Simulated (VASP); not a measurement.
Write the native input for VASP 6.6.1 that does the following.

| Item | Value |
| --- | --- |
| Task | relaxation of cell and atoms |
| Functional | LDA |
| Potentials or basis | VASP PAW LDA potentials, release 64 (Ga_d, Sb) |
| Cutoff | 600 eV |
| k mesh | 12 × 12 × 12 |
| Occupations | gaussian, width 0.1 eV |
| Spin | no spin polarisation |
| Dipole correction | no |
| Further INCAR settings | ALGO = Normal; EDIFF = 1e-06; IBRION = 2; EDIFFG = -0.005; NSW = 100; ISIF = 3 |

The structure of GaSb lies in POSCAR:

```
GaSb
1.0
    0.0000000000      3.0590000000      3.0590000000
    3.0590000000      0.0000000000      3.0590000000
    3.0590000000      3.0590000000      0.0000000000
Ga Sb
1 1
Direct
    0.0000000000      0.0000000000      0.0000000000
    0.7500000000      0.7500000000      0.7500000000
```

These files were run (other wordings do the same):

INCAR

```
SYSTEM = GaSb
  ALGO = Normal
  EDIFF = 1E-6
  EDIFFG = -0.005
  ENCUT = 600
  IBRION = 2
  ISIF = 3
  ISMEAR = 0
  LASPH = .True.
  LCHARG = .False.
  LREAL = .False.
  LWAVE = .False.
  NELM = 80
  NSW = 100
  PREC = Accurate
  SIGMA = 0.1
```

KPOINTS

```
k-points
0
Gamma
  12 12 12
  0 0 0
```

Potentials or basis: VASP PAW LDA potentials, release 64 (Ga_d, Sb).

The run is started by

```console
$ cat potpaw_LDA.64/Ga_d/POTCAR potpaw_LDA.64/Sb/POTCAR > POTCAR
$ mpirun -np 1 vasp_std > vasp.out
```

It gave:

```yaml
Relaxed_volume: 27.76 Å³/atom
Relaxed_cell: a = 4.282 Å, b = 4.282 Å, c = 4.282 Å, α = 60.00°, β = 60.00°, γ = 60.00°
Space_group_after_relaxing_to_0.05_Å: F-43m (No. 216)
Energy_gained_by_relaxing: 4.4 meV/atom
Ionic_steps: 3
Pressure_after_relaxing: 0.0 GPa
```

It took 52 s on 1 thread of Intel(R) Xeon(R) 6975P-C (Granite Rapids), with other jobs on the host, peak memory 0.22 GiB.
